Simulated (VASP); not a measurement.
# TiSi2 (Fddd) in VASP: notebook

The runs below take TiSi2 through single point, relaxation of cell and atoms, with PBEsol.

Program: VASP 6.6.1. These are calculated values, not measurements. Logs are shortened: lines on timing, memory, paths and dates and some standing lists are left out, and cuts for length are marked.

## 1. The cell of the first run

It takes space group Fddd (No. 70, orthorhombic). The conventional cell has a = 4.773 Å, b = 8.236 Å, c = 8.523 Å, α = 90.00°, β = 90.00°, γ = 90.00°. Within 3.3 Å of Ti (site symmetry 222) lie 10 Si at 2.54 to 2.75 Å and 4 Ti at 3.19 Å. Si (site symmetry 2) has 5 Ti at 2.54 to 2.75 Å and 9 Si at 2.54 to 3.19 Å within 3.3 Å.

## 2. Single point, PBEsol

Contents of INCAR:

```
ALGO = Normal ; EDIFF = 1E-7
ENCUT = 520 ; GGA = PS
ISIF = 2 ; ISMEAR = 0
LASPH = T ; LCHARG = T
LELF = T ; LREAL = F
LVHAR = T ; LWAVE = F
NBANDS = 29 ; NELM = 100
PREC = Accurate ; SIGMA = 0.1
```

Contents of KPOINTS:

```
k-points
0
Gamma
  10 10 10
```

Contents of POSCAR:

```
TiSi2
1.0
    0.0000000000      4.1180000000      4.2615000000
    2.3865000000      0.0000000000      4.2615000000
    2.3865000000      4.1180000000      0.0000000000
Ti Si
2 4
Direct
    0.7500000000      0.7500000000      0.7500000000
    0.5000000000      0.5000000000      0.5000000000
    0.0830000000      0.4170000000      0.0830000000
    0.4170000000      0.0830000000      0.4170000000
    0.1670000000      0.8330000000      0.1670000000
    0.8330000000      0.1670000000      0.8330000000
```

Potentials or basis: VASP PAW PBE potentials, release 64 (Ti_sv, Si).

The run is started by

```bash
$ cat potpaw_PBE.64/Ti_sv/POTCAR potpaw_PBE.64/Si/POTCAR > POTCAR
$ mpirun -np 1 vasp_std > vasp.out
```

OUTCAR:

```text
EDIFF = 1E-7
   ENCUT = 520
   GGA = PS
   ISIF = 2
   ISMEAR = 0
   LASPH = T
   LREAL = F
   NELM = 100
   PREC = Accurate

 ion  position               nearest neighbor table
   1  0.750  0.750  0.750-   6 2.54   5 2.54   6 2.54   5 2.54   3 2.74   4 2.74   4 2.75   4 2.75
                             3 2.75   3 2.75
   2  0.500  0.500  0.500-   3 2.54   4 2.54   3 2.54   4 2.54   5 2.74   6 2.74   5 2.75   5 2.75
                             6 2.75   6 2.75
   3  0.083  0.417  0.083-   2 2.54   2 2.54   5 2.54   5 2.54   1 2.74   4 2.75   4 2.75   4 2.75
                             1 2.75   1 2.75
   4  0.417  0.083  0.417-   2 2.54   2 2.54   6 2.54   6 2.54   1 2.74   3 2.75   3 2.75   3 2.75
                             1 2.75   1 2.75
   5  0.167  0.833  0.167-   1 2.54   1 2.54   3 2.54   3 2.54   2 2.74   6 2.75   6 2.75   6 2.75
                             2 2.75   2 2.75
   6  0.833  0.167  0.833-   1 2.54   1 2.54   4 2.54   4 2.54   2 2.74   5 2.75   5 2.75   5 2.75
                             2 2.75   2 2.75

  LATTYP: Found a face centered orthorhombic cell.
 ALAT       =     4.7730000000
 B/A-ratio  =     1.7255394930
 C/A-ratio  =     1.7856693903

  Lattice vectors:

 A1 = (   0.0000000000,   4.1180000000,   4.2615000000)
 A2 = (   2.3865000000,   0.0000000000,   4.2615000000)
 A3 = (   2.3865000000,   4.1180000000,   0.0000000000)

Analysis of symmetry for initial positions (statically):
=====================================================================
 Subroutine PRICEL returns:
 Original cell was already a primitive cell.

 Routine SETGRP: Setting up the symmetry group for a
 face centered orthorhombic supercell.

 Subroutine GETGRP returns: Found  8 space group operations
 (whereof  4 operations were pure point group operations)
 out of a pool of  8 trial point group operations.

The static configuration has the point symmetry D_2 .
 The point group associated with its full space group is D_2h.

Analysis of symmetry for dynamics (positions and initial velocities):
=====================================================================
 Subroutine PRICEL returns:
 Original cell was already a primitive cell.

 Routine SETGRP: Setting up the symmetry group for a
 face centered orthorhombic supercell.

 Subroutine GETGRP returns: Found  8 space group operations
 (whereof  4 operations were pure point group operations)
 out of a pool of  8 trial point group operations.

[... 111 lines left out ...]
   EDIFFG = 0.1E-05   stopping-criterion for IOM
   NSW    =      0    number of steps for IOM
   IBRION =     -1    ionic relax: 0-MD 1-quasi-New 2-CG
   NFREE  =      0    steps in history (QN), initial steepest desc. (CG)
   ISIF   =      2    stress and relaxation
   ISYM   =      2    0-nonsym 1-usesym 2-fastsym
   POTIM  = 0.5000    time-step for ionic-motion
   TEBEG  =    0.0;   TEEND  =   0.0 temperature during run
   PSTRESS=    0.0 pullay stress
   NELECT =      40.0000    total number of electrons
   NUPDOWN=      -1.0000    fix difference up-down
   EMIN   =  10.00;   EMAX   =-10.00  energy-range for DOS
   EFERMI =   0.00;   METHOD = LEGACY
   ISMEAR =     0;   SIGMA  =   0.10  broadening in eV -4-tet -1-fermi 0-gaus
   EFERMI_NEDOS =   21; number of points for ismear=-14 and -15
   IALGO  =     38    algorithm
   IMIX   =      4    mixing-type and parameters
     AMIX     =   0.40;   BMIX     =  1.00
     AMIX_MAG =   1.60;   BMIX_MAG =  1.00
  volume/ion in A,a.u.               =      13.96        94.21
  Fermi-wavevector in a.u.,A,eV,Ry     =   1.279621  2.418133 22.278591  1.637430
  Thomas-Fermi vector in A             =   2.412096
   LORBIT       =      0    0 simple, 1 ext, 2 COOP (PROOUT), +10 PAW based schemes
   GGA     = PS    functional components
   LHFCALC =     F    Hartree Fock is set to
   AEXX    =    0.0000 exact exchange contribution
   IVDW    =     0    specifies the selected vdW correction
   LEPSILON=     F    determine dielectric tensor
   LRPA    =     F    only Hartree local field effects (RPA)
 non-spin polarized calculation
 Gauss-broadening in eV      SIGMA  =   0.10
  energy-cutoff  :      520.00
  volume of cell :       83.76
 maximum number of plane-waves:      2280
 NGX is ok and might be reduce to    48
   NGX = 23   NGY = 19   NGZ = 17

 number of electron      40.0000003 magnetization

 Free energy of the ion-electron system (eV)
  ---------------------------------------------------
  ext. energy  EPLUGINS =         0.00000000
  ---------------------------------------------------
  free energy    TOTEN  =       -43.67144863 eV

  energy without entropy =      -43.66133984  energy(sigma->0) =      -43.66639423

 E-fermi :  10.1238     XC(G=0): -11.8296

 val. band max:       10.1117605088   @ k =  -0.3000  -0.0000   0.2000
 cond. band min:      10.1274189520   @ k =  -0.3000   0.4000   0.3000
 fundamental gap:      0.0156584432
 Fermi energy:        10.1238396946

 k-point     1 :       0.0000    0.0000    0.0000
  band No.  band energies     occupation
      1     -45.8752      2.00000
      2     -45.8456      2.00000
      3     -22.3711      2.00000
      4     -22.3523      2.00000
      5     -22.2732      2.00000
      6     -22.2579      2.00000
[... 757 lines left out ...]
     28      14.1690      0.00000
     29      14.3494      0.00000

 [... further k-points ...]

------------------------ aborting loop because EDIFF is reached ----------------------------------------

  FORCE on cell =-STRESS in cart. coord.  units (eV):
  Direction    XX          YY          ZZ          XY          YZ          ZX
  --------------------------------------------------------------------------------------
  -------------------------------------------------------------------------------------
  Total       -0.4850890     -1.1197976     -0.9591585      0.0000000      0.0000000      0.0000000
  in kB       -9.2787977    -21.4195258    -18.3468149      0.0000000      0.0000000      0.0000000
  external PRESSURE =     -16.3483794 kB  Pullay stress =       0.0000000 kB

 VOLUME and BASIS-vectors are now :
 -----------------------------------------------------------------------------
  energy-cutoff  :      520.00
  volume of cell :       83.76
      direct lattice vectors                 reciprocal lattice vectors
     0.000000000  4.118000000  4.261500000    -0.209511837  0.121418164  0.117329579
     2.386500000  0.000000000  4.261500000     0.209511837 -0.121418164  0.117329579
     2.386500000  4.118000000  0.000000000     0.209511837  0.121418164 -0.117329579

 POSITION                                       TOTAL-FORCE (eV/Angst)
 -----------------------------------------------------------------------------------
      3.57975      6.17700      6.39225        -0.000000     -0.000000     -0.000000
      2.38650      4.11800      4.26150         0.000000     -0.000000      0.000000
      1.19325      0.68359      2.13075        -0.000000      0.171902     -0.000000
      1.19325      3.43441      2.13075        -0.000000     -0.171902     -0.000000
      2.38650      1.37541      4.26150        -0.000000     -0.171902      0.000000
      2.38650      6.86059      4.26150        -0.000000      0.171902      0.000000
 -----------------------------------------------------------------------------------
    total drift:                               -0.000000     -0.000000      0.000000

  FREE ENERGIE OF THE ION-ELECTRON SYSTEM (eV)
  ---------------------------------------------------
  free  energy   TOTEN  =       -43.6714486310 eV

  energy  without entropy=      -43.6613398384  energy(sigma->0) =      -43.66639423
```

Wall time 8.6 min (1 thread of Intel Xeon Platinum 8259CL at 2.50GHz (Skylake/Cascade Lake), shared host); peak memory 0.47 GiB.

Results:

| Quantity | Value |
| --- | --- |
| Free energy | -43.6714 eV |
| Pressure | -1.6 GPa |
| Largest force | 0.172 eV/Å |
| Band gap on the k mesh | zero (bands 20 and 21 overlap by 1.86 eV) |

Forces in eV/Å, atoms in the order of the input:
```
Ti   0.000  0.000  0.000
Ti   0.000  0.000  0.000
Si   0.000  0.172  0.000
Si   0.000 -0.172  0.000
Si   0.000 -0.172  0.000
Si   0.000  0.172  0.000
```

Stress tensor (GPa, compression positive):
```
-0.93  0.00  0.00
 0.00 -2.14  0.00
 0.00  0.00 -1.83
```

Caveat: the PAW data sets were made with another functional, which shifts forces and pressure a little.

## 3. Single point, PBEsol

Contents of INCAR:

```
PREC     = Accurate       # precision mode
ENCUT    = 520            # plane-wave cutoff, eV
EDIFF    = 1E-6           # SCF threshold, eV
ISMEAR   = 0              # smearing method
SIGMA    = 0.1            # smearing width, eV
LREAL    = F              # projectors in reciprocal space
LASPH    = T              # aspherical terms in the spheres
NELM     = 100            # most SCF steps
ALGO     = Normal         # electronic algorithm
ISIF     = 2              # what is computed and relaxed
LWAVE    = F              # write WAVECAR
LCHARG   = T              # write CHGCAR
GGA      = PS             # functional
LELF     = T              # ELF
LVHAR    = T            
NBANDS   = 29             # bands
```

Contents of KPOINTS:

```
Automatic mesh
0
Gamma
  10 10 10
```

Contents of POSCAR:

```
TiSi2
1.0
    0.0000000000      4.1180000000      4.2615000000
    2.3865000000      0.0000000000      4.2615000000
    2.3865000000      4.1180000000      0.0000000000
Ti Si
2 4
Direct
    0.7500000000      0.7500000000      0.7500000000
    0.5000000000      0.5000000000      0.5000000000
    0.0862628460      0.4137371540      0.0862628460
    0.4137371540      0.0862628460      0.4137371540
    0.1637371540      0.8362628460      0.1637371540
    0.8362628460      0.1637371540      0.8362628460
```

Potentials or basis: VASP PAW PBE potentials, release 64 (Ti_sv, Si).

The run is started by

```bash
$ cat potpaw_PBE.64/Ti_sv/POTCAR potpaw_PBE.64/Si/POTCAR > POTCAR
$ mpirun -np 1 vasp_std > vasp.out
```

OUTCAR:

```text
PREC = Accurate
   ENCUT = 520
   EDIFF = 1E-6
   ISMEAR = 0
   LREAL = F
   LASPH = T
   NELM = 100
   ISIF = 2
   GGA = PS

 ion  position               nearest neighbor table
   1  0.750  0.750  0.750-   6 2.54   5 2.54   6 2.54   5 2.54   4 2.74   4 2.74   3 2.74   3 2.74
                             3 2.77   4 2.77
   2  0.500  0.500  0.500-   3 2.54   4 2.54   3 2.54   4 2.54   5 2.74   5 2.74   6 2.74   6 2.74
                             5 2.77   6 2.77
   3  0.086  0.414  0.086-   5 2.52   5 2.52   2 2.54   2 2.54   4 2.70   1 2.74   1 2.74   1 2.77
                             4 2.78   4 2.78
   4  0.414  0.086  0.414-   6 2.52   6 2.52   2 2.54   2 2.54   3 2.70   1 2.74   1 2.74   1 2.77
                             3 2.78   3 2.78
   5  0.164  0.836  0.164-   3 2.52   3 2.52   1 2.54   1 2.54   6 2.70   2 2.74   2 2.74   2 2.77
                             6 2.78   6 2.78
   6  0.836  0.164  0.836-   4 2.52   4 2.52   1 2.54   1 2.54   5 2.70   2 2.74   2 2.74   2 2.77
                             5 2.78   5 2.78

  LATTYP: Found a face centered orthorhombic cell.
 ALAT       =     4.7730000000
 B/A-ratio  =     1.7255394930
 C/A-ratio  =     1.7856693903

  Lattice vectors:

 A1 = (   0.0000000000,   4.1180000000,   4.2615000000)
 A2 = (   2.3865000000,   0.0000000000,   4.2615000000)
 A3 = (   2.3865000000,   4.1180000000,   0.0000000000)

Analysis of symmetry for initial positions (statically):
=====================================================================
 Subroutine PRICEL returns:
 Original cell was already a primitive cell.

 Routine SETGRP: Setting up the symmetry group for a
 face centered orthorhombic supercell.

 Subroutine GETGRP returns: Found  8 space group operations
 (whereof  4 operations were pure point group operations)
 out of a pool of  8 trial point group operations.

The static configuration has the point symmetry D_2 .
 The point group associated with its full space group is D_2h.

Analysis of symmetry for dynamics (positions and initial velocities):
=====================================================================
[... 143 lines left out ...]
   LORBIT       =      0    0 simple, 1 ext, 2 COOP (PROOUT), +10 PAW based schemes
   GGA     = PS    functional components
   LHFCALC =     F    Hartree Fock is set to
   AEXX    =    0.0000 exact exchange contribution
   IVDW    =     0    specifies the selected vdW correction
   LEPSILON=     F    determine dielectric tensor
   LRPA    =     F    only Hartree local field effects (RPA)
 non-spin polarized calculation
 Gauss-broadening in eV      SIGMA  =   0.10
  energy-cutoff  :      520.00
  volume of cell :       83.76
 maximum number of plane-waves:      2280
 NGX is ok and might be reduce to    48
   NGX = 23   NGY = 19   NGZ = 17

 number of electron      40.0000003 magnetization

 Free energy of the ion-electron system (eV)
  ---------------------------------------------------
  ext. energy  EPLUGINS =         0.00000000
  ---------------------------------------------------
  free energy    TOTEN  =       -43.68067718 eV

  energy without entropy =      -43.66987913  energy(sigma->0) =      -43.67527816

 E-fermi :  10.1153     XC(G=0): -11.8296

 val. band max:       10.1142418742   @ k =  -0.3000   0.2000   0.1000
 cond. band min:      10.1177998683   @ k =  -0.1000   0.3000   0.4000
 fundamental gap:      0.0035579942
 Fermi energy:        10.1152922532

 k-point     1 :       0.0000    0.0000    0.0000
  band No.  band energies     occupation
      1     -45.8884      2.00000
      2     -45.8589      2.00000
      3     -22.3788      2.00000
      4     -22.3658      2.00000
      5     -22.2844      2.00000
      6     -22.2693      2.00000
[... 757 lines left out ...]
     28      14.1860      0.00000
     29      14.3139      0.00000

 [... further k-points ...]

------------------------ aborting loop because EDIFF is reached ----------------------------------------

  FORCE on cell =-STRESS in cart. coord.  units (eV):
  Direction    XX          YY          ZZ          XY          YZ          ZX
  --------------------------------------------------------------------------------------
  -------------------------------------------------------------------------------------
  Total       -0.5688064     -1.1327310     -0.7725994      0.0000000      0.0000000      0.0000000
  in kB      -10.8801484    -21.6669166    -14.7783063      0.0000000      0.0000000      0.0000000
  external PRESSURE =     -15.7751237 kB  Pullay stress =       0.0000000 kB

 VOLUME and BASIS-vectors are now :
 -----------------------------------------------------------------------------
  energy-cutoff  :      520.00
  volume of cell :       83.76
      direct lattice vectors                 reciprocal lattice vectors
     0.000000000  4.118000000  4.261500000    -0.209511837  0.121418164  0.117329579
     2.386500000  0.000000000  4.261500000     0.209511837 -0.121418164  0.117329579
     2.386500000  4.118000000  0.000000000     0.209511837  0.121418164 -0.117329579

 POSITION                                       TOTAL-FORCE (eV/Angst)
 -----------------------------------------------------------------------------------
      3.57975      6.17700      6.39225         0.000000      0.000000      0.000000
      2.38650      4.11800      4.26150        -0.000000      0.000000     -0.000000
      1.19325      0.71046      2.13075        -0.000000     -0.000883      0.000000
      1.19325      3.40754      2.13075        -0.000000      0.000883      0.000000
      2.38650      1.34854      4.26150         0.000000      0.000883      0.000000
      2.38650      6.88746      4.26150         0.000000     -0.000883      0.000000
 -----------------------------------------------------------------------------------
    total drift:                               -0.000000     -0.000000      0.000000

  FREE ENERGIE OF THE ION-ELECTRON SYSTEM (eV)
  ---------------------------------------------------
  free  energy   TOTEN  =       -43.6806771781 eV

  energy  without entropy=      -43.6698791329  energy(sigma->0) =      -43.67527816
```

OSZICAR:

```text
N       E                     dE             d eps       ncg     rms          rms(c)
DAV:   1     0.385712848922E+03    0.38571E+03   -0.18722E+04  9926   0.147E+03
DAV:   2    -0.153855742494E+01   -0.38725E+03   -0.37669E+03  9973   0.430E+02
DAV:   3    -0.438887249583E+02   -0.42350E+02   -0.41491E+02 16503   0.119E+02
DAV:   4    -0.472384127640E+02   -0.33497E+01   -0.33313E+01 14223   0.299E+01
DAV:   5    -0.474314692292E+02   -0.19306E+00   -0.19299E+00 15033   0.615E+00    0.193E+01
DAV:   6    -0.443544229835E+02    0.30770E+01   -0.32732E+01 14085   0.410E+01    0.701E+00
DAV:   7    -0.437779341275E+02    0.57649E+00   -0.62479E+00 13452   0.186E+01    0.535E+00
DAV:   8    -0.436958005633E+02    0.82134E-01   -0.82144E-01 13534   0.709E+00    0.131E+00
DAV:   9    -0.436801133174E+02    0.15687E-01   -0.14854E-01 13550   0.326E+00    0.513E-01
DAV:  10    -0.436810209368E+02   -0.90762E-03   -0.62342E-03 13205   0.591E-01    0.249E-01
DAV:  11    -0.436808457967E+02    0.17514E-03   -0.60524E-03 14757   0.584E-01    0.163E-01
DAV:  12    -0.436806771042E+02    0.16869E-03   -0.12723E-03 13617   0.284E-01    0.151E-02
DAV:  13    -0.436806776890E+02   -0.58477E-06   -0.29855E-05 12537   0.474E-02    0.161E-02
DAV:  14    -0.436806771781E+02    0.51082E-06   -0.30569E-06 12770   0.147E-02
   1 F= -.43680677E+02 E0= -.43675278E+02  d E =-.107980E-01
```

stdout:

```text
POSCAR found type information on POSCAR TiSi
 POSCAR found :  2 types and       6 ions
 scaLAPACK will be used
 -----------------------------------------------------------------------------
|                                                                             |
|                                                                             |
|     You enforced a specific xc type in the INCAR file but a different       |
|     I HOPE YOU KNOW WHAT YOU ARE DOING!                                     |
|                                                                             |
 -----------------------------------------------------------------------------

 LDA part: xc-table for (Slater+PW92), standard interpolation
 POSCAR, INCAR and KPOINTS ok, starting setup
 FFT: planning ... GRIDC
 FFT: planning ... GRID_SOFT
 FFT: planning ... GRID
 WAVECAR not read
 entering main loop
```

Run time: 7.4 min. Hardware: 1 thread of Intel Xeon Platinum 8259CL at 2.50GHz (Skylake/Cascade Lake), shared host; peak memory 0.48 GiB.

What came out:

```
Free energy            : -43.6807 eV
Pressure               : -1.6 GPa
Band gap on the k mesh : zero (bands 20 and 21 overlap by 1.85 eV)
```

Caveat: the PAW data sets were made with another functional, which shifts forces and pressure a little.

[end of part 1 of 3]
